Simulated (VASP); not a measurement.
**Pt: single point with LDA**

Pt:

```
Pt
1.0
     2.76067    0.00000    0.00000
    -1.38033    2.39081    0.00000
     0.00000    0.00000    4.79213
Pt
2
Direct
  0.66667 0.33333 0.75000
  0.33333 0.66667 0.25000
```

```yaml
Program: VASP 6.6.1
Task: single point
Functional: LDA
Potentials_or_basis: VASP PAW LDA potentials, release 64 (Pt)
Cutoff: 520 eV
k_mesh: 14 × 14 × 7
Occupations: methfessel-paxton, width 0.1 eV
Spin: no spin polarisation
Dipole_correction: no
Further_INCAR_settings: ALGO = Normal; EDIFF = 1e-06; NBANDS = 17
```

```
Pressure               : -15.5 GPa
Band gap on the k mesh : zero (band 10 reaches 10.70 eV, above the bottom of band 11 at 9.48 eV)
```

Stress tensor (GPa, compression positive):
```
-15.62   0.00   0.00
  0.00 -15.62   0.00
  0.00   0.00 -15.34
```

Levels at points of the mesh, in eV from the Fermi level:
```
           k point  band 7  band 8  band 9  band 10  band 11  band 12  band 13  band 14
(0.00, 0.00, 0.00)   -3.05   -1.77   -1.77    -0.70    -0.19    -0.19     4.67    15.14
(0.50, 0.00, 0.00)   -2.57    0.04    0.31     0.51     2.28     3.75     7.25     8.83
```

It took 60 s on 1 thread of Intel Xeon 6975P-C, on a shared host, peak memory 0.17 GiB.

Caveat: spin-orbit coupling is left out, which moves the levels of the heavy elements.
